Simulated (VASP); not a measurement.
Runs of VASP 6.6.1 on BP. The structure is that of space group F-43m (No. 216), or close to it. The cells are those of the table. 

| cell | gap on the mesh (eV) | pressure (GPa) |
| --- | --- | --- |
| a = 3.251 Å, angles 60.0°, 2 atoms | (a) | (b) |
| a = 3.075 Å, angles 60.0°, 2 atoms | 1.27 | 26.7 |
| a = 3.121 Å, angles 60.0°, 2 atoms | 1.36 | 15.8 |
| a = 3.292 Å, angles 60.0°, 2 atoms | 1.66 | -11.7 |
| a = 3.165 Å, angles 60.0°, 2 atoms | 1.45 | 6.9 |
| a = 3.332 Å, angles 60.0°, 2 atoms | (c) | -15.9 |

Alike in all rows: task single point; level r2SCAN; potentials or basis VASP PAW PBE potentials, release 64 (B, P); no spin polarisation; k mesh 6 × 6 × 6; cutoff (eV) 550; smearing gaussian 0.01 eV.

Estimate the missing entries.

(a) 1.61; (b) -6.7; (c) 1.70.

Caveats: the PAW data sets were made with another functional, which shifts forces and pressure a little.

A k mesh can miss the band edges.
